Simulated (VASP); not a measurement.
## SnO (Romarchite): single point with PBE

Crystal: SnO (Romarchite).

```
CELL_PARAMETERS angstrom
3.72983 0.00000 0.00000
0.00000 3.72983 0.00000
0.00000 0.00000 4.75316
ATOMIC_POSITIONS crystal
Sn 0.50000 0.00000 0.23690
Sn 0.00000 0.50000 0.76310
O 0.00000 0.00000 0.00000
O 0.50000 0.50000 0.00000
```

```
Program                : VASP 6.6.1
Task                   : single point
Functional             : PBE
Potentials or basis    : VASP PAW PBE potentials, release 64 (Sn_d, O)
Cutoff                 : 520 eV
k mesh                 : 6 × 6 × 4
Occupations            : fermi-dirac, width 0.1 eV
Spin                   : no spin polarisation
Dipole correction      : no
Further INCAR settings : ALGO = Normal; EDIFF = 1e-06; NBANDS = 28
```

The pressure is 11.5 GPa and the largest force is 1.503 eV/Å. The band gap on the k mesh is zero (band 20 reaches 8.12 eV, above the bottom of band 21 at 7.98 eV).

Forces in eV/Å, atoms in the order of the input:
```
Sn   0.000  0.000  1.503
Sn   0.000  0.000 -1.503
O    0.000  0.000  0.000
O    0.000  0.000  0.000
```

Stress tensor (GPa, compression positive):
```
12.32  0.00  0.00
 0.00 12.32  0.00
 0.00  0.00  9.75
```

Levels at points of the mesh, in eV from the Fermi level:
```
           k point  band 17  band 18  band 19  band 20  band 21  band 22  band 23  band 24
(0.00, 0.00, 0.00)    -4.03    -3.73    -3.73    -0.03     2.14     4.21     4.67     4.67
(0.50, 0.00, 0.00)    -5.51    -5.51    -3.09    -3.09     3.20     3.20     6.01     6.01
(0.50, 0.50, 0.00)    -3.03    -3.03    -2.06    -2.06    -0.17    -0.17     4.32     4.32
(0.00, 0.00, 0.50)    -3.74    -3.74    -3.04    -2.64     1.53     2.81     2.81     3.65
(0.50, 0.00, 0.50)    -5.47    -5.47    -2.04    -2.04     2.53     2.53     5.46     5.46
(0.50, 0.50, 0.50)    -3.03    -3.03    -2.92    -2.92     2.14     2.14     4.07     4.07
```

Wall time 28 s on 1 thread of AMD EPYC 9R14 (Zen 4), with other jobs on the host, peak memory 0.16 GiB.

Caveat: spin-orbit coupling is left out, which moves the levels of the heavy elements; forces of over 1 eV/Å act on the atoms, so gaps and moduli don't describe the material at rest.
